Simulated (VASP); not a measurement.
# Pb (P6_3/mmc) in VASP: single point with PBE

Aim: the single point of Pb with PBE.

Everything below comes from runs of VASP 6.6.1. Logs are shortened: lines on timing, memory, paths and dates and some standing lists are left out, and cuts for length are marked.

## Step 1: The cell of the first run

Symmetry: P6_3/mmc, No. 194, hexagonal system. The conventional cell has a = 3.554 Å, b = 3.554 Å, c = 5.828 Å, α = 90.00°, β = 90.00°, γ = 120.00°. Pb (site symmetry -6m2) has 12 Pb at 3.55 to 3.56 Å within 4.7 Å.

## Step 2: Single point, PBE

INCAR

```
SYSTEM = Pb
PREC = Accurate
ENCUT = 520
EDIFF = 1E-7
ISMEAR = -1
SIGMA = 0.1
LREAL = .False.
LASPH = .True.
NELM = 60
ALGO = Normal
ISIF = 2
LWAVE = .False.
LCHARG = .True.
GGA = PE
LELF = .True.
LVHAR = .True.
NBANDS = 21
```

KPOINTS

```
regular mesh
0
Gamma
  5 5 3
  0 0 0
```

POSCAR

```
Pb
1.0
    3.5541969967      0.0000000000      0.0000000000
   -1.7770984984      3.0780248892      0.0000000000
    0.0000000000      0.0000000000      5.8279283021
Pb
2
Direct
    0.3333333333      0.6666666667      0.2500000000
    0.6666666667      0.3333333333      0.7500000000
```

Potentials or basis: VASP PAW PBE potentials, release 64 (Pb_d).

Started as:

```console
$ cat potpaw_PBE.64/Pb_d/POTCAR > POTCAR
$ mpirun -np 1 vasp_std > vasp.out
```

OUTCAR:

```text
SYSTEM = Pb
   PREC = Accurate
   ENCUT = 520
   EDIFF = 1E-7
   ISMEAR = -1
   LREAL = .False.
   LASPH = .True.
   NELM = 60
   ISIF = 2
   GGA = PE

 ion  position               nearest neighbor table
   1  0.333  0.667  0.250-   2 3.56   2 3.56   2 3.56   2 3.56   2 3.56   2 3.56
   2  0.667  0.333  0.750-   1 3.56   1 3.56   1 3.56   1 3.56   1 3.56   1 3.56

  LATTYP: Found a hexagonal cell.
 ALAT       =     3.5541969967
 C/A-ratio  =     1.6397313676

  Lattice vectors:

 A1 = (   3.5541969967,   0.0000000000,   0.0000000000)
 A2 = (  -1.7770984984,   3.0780248892,   0.0000000000)
 A3 = (   0.0000000000,   0.0000000000,   5.8279283021)

Analysis of symmetry for initial positions (statically):
=====================================================================
 Subroutine PRICEL returns:
 Original cell was already a primitive cell.

 Routine SETGRP: Setting up the symmetry group for a
 hexagonal supercell.

 Subroutine GETGRP returns: Found 24 space group operations
 (whereof 12 operations were pure point group operations)
 out of a pool of 24 trial point group operations.

The static configuration has the point symmetry D_3d.
 The point group associated with its full space group is D_6h.

Analysis of symmetry for dynamics (positions and initial velocities):
=====================================================================
 Subroutine PRICEL returns:
 Original cell was already a primitive cell.

 Routine SETGRP: Setting up the symmetry group for a
 hexagonal supercell.

 Subroutine GETGRP returns: Found 24 space group operations
 (whereof 12 operations were pure point group operations)
 out of a pool of 24 trial point group operations.

The dynamic configuration has the point symmetry D_3d.
 The point group associated with its full space group is D_6h.

 Subroutine INISYM returns: Found 24 space group operations
 (whereof 12 operations are pure point group operations),
 and found     1 'primitive' translations

----------------------------------------------------------------------------------------

                                     Primitive cell

  volume of cell :      63.7570

  direct lattice vectors                    reciprocal lattice vectors
     3.554196997  0.000000000  0.000000000     0.281357505  0.162441831  0.000000000
    -1.777098498  3.078024889  0.000000000     0.000000000  0.324883663  0.000000000
     0.000000000  0.000000000  5.827928302     0.000000000  0.000000000  0.171587560

  length of vectors
     3.554196997  3.554196997  5.827928302     0.324883663  0.324883663  0.171587560

  position of ions in fractional coordinates (direct lattice)
     0.333333333  0.666666667  0.250000000
     0.666666667  0.333333333  0.750000000

  ion indices of the primitive-cell ions
   primitive index   ion index
                 1           1
                 2           2

----------------------------------------------------------------------------------------

 KPOINTS: regular mesh

Automatic generation of k-mesh.
 Grid dimensions read from file:
 generate k-points for:    5    5    3

 Generating k-lattice:

  Cartesian coordinates                     Fractional coordinates (reciprocal lattice)
     0.056271501  0.032488366  0.000000000     0.200000000 -0.000000000  0.000000000
     0.000000000  0.064976733  0.000000000     0.000000000  0.200000000  0.000000000
     0.000000000  0.000000000  0.057195853     0.000000000  0.000000000  0.333333333

  Length of vectors
     0.064976733  0.064976733  0.057195853

  Shift w.r.t. Gamma in fractional coordinates (k-lattice)
     0.000000000  0.000000000  0.000000000

 Subroutine IBZKPT returns following result:
 ===========================================

 Found     10 irreducible k-points:

 Following reciprocal coordinates:
            Coordinates               Weight
  0.000000  0.000000  0.000000      1.000000
  0.200000  0.000000  0.000000      6.000000
  0.400000 -0.000000  0.000000      6.000000
  0.200000  0.200000  0.000000      6.000000
  0.400000  0.200000  0.000000      6.000000
  0.000000  0.000000  0.333333      2.000000
  0.200000  0.000000  0.333333     12.000000
  0.400000 -0.000000  0.333333     12.000000
  0.200000  0.200000  0.333333     12.000000
  0.400000  0.200000  0.333333     12.000000
   k-points           NKPTS =     10   k-points in BZ     NKDIM =     10   number of bands    NBANDS=     21
   number of dos      NEDOS =    301   number of ions     NIONS =      2
   total plane-waves  NPLWV =  37632
   dimension x,y,z NGX =    28 NGY =   28 NGZ =   48
   dimension x,y,z NGXF=    56 NGYF=   56 NGZF=   96
   ions per type =               2
   NGX,Y,Z   is equivalent  to a cutoff of  13.10, 13.10, 13.69 a.u.
   NGXF,Y,Z  is equivalent  to a cutoff of  26.19, 26.19, 27.38 a.u.
 SYSTEM =  Pb
   PREC   = accura    normal or accurate (medium, high low for compatibility)
   ISTART =      0    job   : 0-new  1-cont  2-samecut
   ICHARG =      2    charge: 1-file 2-atom 10-const
   ISPIN  =      1    spin polarized calculation?
   LNONCOLLINEAR =      F non collinear calculations
   LSORBIT =      F    spin-orbit coupling
   LASPH  =      T    aspherical Exc in radial PAW
   ENCUT  =  520.0 eV  38.22 Ry    6.18 a.u.   6.61  6.61 10.84*2*pi/ulx,y,z
   NELM   =     60;   NELMIN=  2; NELMDL= -5     # of ELM steps
   EDIFF  = 0.1E-06   stopping-criterion for ELM
   LREAL  =      F    real-space projection
   EDIFFG = 0.1E-05   stopping-criterion for IOM
   NSW    =      0    number of steps for IOM
   IBRION =     -1    ionic relax: 0-MD 1-quasi-New 2-CG
   NFREE  =      0    steps in history (QN), initial steepest desc. (CG)
   ISIF   =      2    stress and relaxation
   ISYM   =      2    0-nonsym 1-usesym 2-fastsym
   POTIM  = 0.5000    time-step for ionic-motion
   TEBEG  =    0.0;   TEEND  =   0.0 temperature during run
   PSTRESS=    0.0 pullay stress
   NELECT =      28.0000    total number of electrons
   NUPDOWN=      -1.0000    fix difference up-down
   EMIN   =  10.00;   EMAX   =-10.00  energy-range for DOS
   EFERMI =   0.00;   METHOD = LEGACY
   ISMEAR =    -1;   SIGMA  =   0.10  broadening in eV -4-tet -1-fermi 0-gaus
   EFERMI_NEDOS =   21; number of points for ismear=-14 and -15
   IALGO  =     38    algorithm
   IMIX   =      4    mixing-type and parameters
     AMIX     =   0.40;   BMIX     =  1.00
     AMIX_MAG =   1.60;   BMIX_MAG =  1.00
  volume/ion in A,a.u.               =      31.88       215.13
  Fermi-wavevector in a.u.,A,eV,Ry     =   1.244376  2.351529 21.068230  1.548471
  Thomas-Fermi vector in A             =   2.378645
   LORBIT       =      0    0 simple, 1 ext, 2 COOP (PROOUT), +10 PAW based schemes
   GGA     = PE    functional components
[... 5 lines left out ...]
 non-spin polarized calculation
  energy-cutoff  :      520.00
  volume of cell :       63.76
 maximum number of plane-waves:      1761
 NGX is ok and might be reduce to    28
   NGX = 13   NGY = 13   NGZ = 21

 number of electron      28.0000000 magnetization

 Free energy of the ion-electron system (eV)
  ---------------------------------------------------
  ext. energy  EPLUGINS =         0.00000000
  ---------------------------------------------------
  free energy    TOTEN  =        -7.15342552 eV

  energy without entropy =       -7.10723659  energy(sigma->0) =       -7.13033106

 E-fermi :   6.3932     XC(G=0):  -9.9459

 val. band max:        6.2407365808   @ k =   0.2000   0.2000   0.0000
 cond. band min:       6.5009110425   @ k =   0.4000   0.2000   0.0000
 fundamental gap:      0.2601744617
 Fermi energy:         6.3932485529

 k-point     1 :       0.0000    0.0000    0.0000
  band No.  band energies     occupation
      1     -10.3237      2.00000
      2     -10.3080      2.00000
      3     -10.2707      2.00000
      4     -10.2707      2.00000
      5     -10.2535      2.00000
      6     -10.2535      2.00000
[... 13 lines left out ...]
     20      15.7196      0.00000
     21      18.0997      0.00000

 k-point     2 :       0.2000    0.0000    0.0000
  band No.  band energies     occupation
      1     -10.3454      2.00000
      2     -10.2743      2.00000
      3     -10.2630      2.00000
      4     -10.2566      2.00000
      5     -10.2455      2.00000
      6     -10.2062      2.00000
[... 13 lines left out ...]
     20      16.1408      0.00000
     21      17.1536      0.00000

 k-point     3 :       0.4000   -0.0000    0.0000
  band No.  band energies     occupation
      1     -10.4058      2.00000
      2     -10.3267      2.00000
      3     -10.2932      2.00000
      4     -10.2817      2.00000
      5     -10.1964      2.00000
      6     -10.1852      2.00000
[... 13 lines left out ...]
     20      15.0225      0.00000
     21      16.5061      0.00000

 k-point     4 :       0.2000    0.2000    0.0000
  band No.  band energies     occupation
      1     -10.3157      2.00000
      2     -10.3074      2.00000
      3     -10.3036      2.00000
      4     -10.2687      2.00000
      5     -10.2027      2.00000
      6     -10.1864      2.00000
[... 13 lines left out ...]
     20      16.6657      0.00000
     21      17.2708      0.00000

 k-point     5 :       0.4000    0.2000    0.0000
  band No.  band energies     occupation
      1     -10.3593      2.00000
      2     -10.3311      2.00000
      3     -10.2623      2.00000
      4     -10.2352      2.00000
      5     -10.2066      2.00000
      6     -10.1848      2.00000
[... 13 lines left out ...]
     20      16.4534      0.00000
     21      19.9279      0.00000

 k-point     6 :       0.0000    0.0000    0.3333
  band No.  band energies     occupation
      1     -10.3160      2.00000
      2     -10.3078      2.00000
      3     -10.2868      2.00000
      4     -10.2868      2.00000
      5     -10.2712      2.00000
      6     -10.2712      2.00000
[... 13 lines left out ...]
     20      16.0251      0.00000
     21      16.8220      0.00000

 k-point     7 :       0.2000    0.0000    0.3333
  band No.  band energies     occupation
      1     -10.3357      2.00000
      2     -10.3100      2.00000
      3     -10.2782      2.00000
      4     -10.2508      2.00000
      5     -10.2370      2.00000
      6     -10.2029      2.00000
[... 13 lines left out ...]
     20      15.1068      0.00000
     21      17.1656      0.00000

 k-point     8 :       0.4000   -0.0000    0.3333
  band No.  band energies     occupation
      1     -10.3820      2.00000
      2     -10.3480      2.00000
      3     -10.3145      2.00000
      4     -10.2689      2.00000
      5     -10.2315      2.00000
      6     -10.1281      2.00000
[... 13 lines left out ...]
     20      13.7448      0.00000
     21      15.1032      0.00000

 k-point     9 :       0.2000    0.2000    0.3333
  band No.  band energies     occupation
      1     -10.3301      2.00000
      2     -10.3180      2.00000
      3     -10.2807      2.00000
      4     -10.2419      2.00000
      5     -10.2350      2.00000
      6     -10.1730      2.00000
[... 13 lines left out ...]
     20      15.4712      0.00000
     21      17.0527      0.00000

 k-point    10 :       0.4000    0.2000    0.3333
  band No.  band energies     occupation
      1     -10.3382      2.00000
      2     -10.3279      2.00000
      3     -10.2743      2.00000
      4     -10.2564      2.00000
      5     -10.2369      2.00000
      6     -10.1460      2.00000
[... 13 lines left out ...]
     20      16.0663      0.00000
     21      16.4410      0.00000

------------------------ aborting loop because EDIFF is reached ----------------------------------------

  FORCE on cell =-STRESS in cart. coord.  units (eV):
  Direction    XX          YY          ZZ          XY          YZ          ZX
  --------------------------------------------------------------------------------------
  -------------------------------------------------------------------------------------
  Total        0.1477430      0.1477430      0.2962969     -0.0000000      0.0000000      0.0000000
  in kB        3.7126982      3.7126982      7.4457739     -0.0000000      0.0000000      0.0000000
  external PRESSURE =       4.9570568 kB  Pullay stress =       0.0000000 kB

 VOLUME and BASIS-vectors are now :
 -----------------------------------------------------------------------------
  energy-cutoff  :      520.00
  volume of cell :       63.76
      direct lattice vectors                 reciprocal lattice vectors
     3.554196997  0.000000000  0.000000000     0.281357505  0.162441831  0.000000000
    -1.777098498  3.078024889  0.000000000     0.000000000  0.324883663  0.000000000
     0.000000000  0.000000000  5.827928302     0.000000000  0.000000000  0.171587560

 POSITION                                       TOTAL-FORCE (eV/Angst)
 -----------------------------------------------------------------------------------
     -0.00000      2.05202      1.45698         0.000000      0.000000      0.000000
      1.77710      1.02601      4.37095        -0.000000      0.000000      0.000000
 -----------------------------------------------------------------------------------
    total drift:                               -0.000000      0.000000      0.000000

  FREE ENERGIE OF THE ION-ELECTRON SYSTEM (eV)
  ---------------------------------------------------
  free  energy   TOTEN  =        -7.1534255189 eV

  energy  without entropy=       -7.1072365920  energy(sigma->0) =       -7.13033106
```

It used 13 s of CPU time on 1 thread of Intel Xeon 6975P-C, with other jobs on the host.

Results:

```yaml
Free_energy: -7.1534 eV
Pressure: 0.5 GPa
Band_gap_on_the_k_mesh: zero (band 14 reaches 12.07 eV, above the bottom of band 15 at 6.21 eV)
```

Stress tensor (GPa, compression positive):
```
0.37 0.00 0.00
0.00 0.37 0.00
0.00 0.00 0.74
```

Caveat: the k points lie up to 0.41 Å⁻¹ apart; spin-orbit coupling is left out, which moves the levels of the heavy elements.
